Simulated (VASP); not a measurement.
A run of VASP 6.6.1:

Contents of INCAR:

```
PREC     = Accurate       # precision mode
ENCUT    = 520            # plane-wave cutoff, eV
EDIFF    = 1E-6           # SCF threshold, eV
ISMEAR   = 0              # smearing method
SIGMA    = 0.1            # smearing width, eV
LREAL    = Auto         
LASPH    = True           # aspherical terms in the spheres
NELM     = 100            # most SCF steps
ALGO     = Normal         # electronic algorithm
ISIF     = 2              # what is computed and relaxed
LWAVE    = False          # write WAVECAR
LCHARG   = False          # write CHGCAR
GGA      = PE             # functional
NBANDS   = 84             # bands
```

File KPOINTS:

```
Automatic mesh
0
Gamma
  4 4 4
```

File POSCAR:

```
Zr8N9
1.0
    4.5945978679      0.0000000000     -4.5945978679
    0.0000000000      4.5945978679     -4.5945978679
    4.5945978679      4.5945978679      0.0000000000
Zr N
8 9
Direct
    0.2467974418      0.2532521960      0.7467480504
    0.2679250797      0.2414559515      0.2477566117
    0.2467974418      0.7517957173      0.7467484856
    0.2501409336      0.7532828986      0.2418875453
    0.7478032025      0.2414470280      0.7678965823
    0.7541835215      0.2662866338      0.2541362778
    0.7419530714      0.7532728869      0.7500954597
    0.7541831951      0.7239881695      0.2541368219
   -0.0018436869      0.4970585165      0.4981036569
    0.0094991991      0.4973690986     -0.0056433666
   -0.0018439046      1.0052757897      0.4981038745
    0.0518738542      0.9864925354     -0.0262648666
    0.4944043125      0.4973732339      0.5094430606
    0.4871506853      0.5295731139     -0.0129056996
    0.4737883625      0.9864776266      0.5518496010
    0.4871509029      0.9947763942     -0.0129059173
    0.6612222848      1.0880581160      0.1612562234
```

Potentials or basis: VASP PAW PBE potentials, release 64 (Zr_sv, N).

Launch:

```console
$ cat potpaw_PBE.64/Zr_sv/POTCAR potpaw_PBE.64/N/POTCAR > POTCAR
$ mpirun -np 1 vasp_std > vasp.out
```

Hardware: 1 thread of Intel(R) Xeon(R) 6975P-C (Granite Rapids), on a shared host.

Problem. Estimate the wall time of this run.

Solution. Run time: 8.4 min on 1 thread of Intel(R) Xeon(R) 6975P-C (Granite Rapids) (shared host), peak memory 0.47 GiB. Counts: scf iterations 16, k points 24.
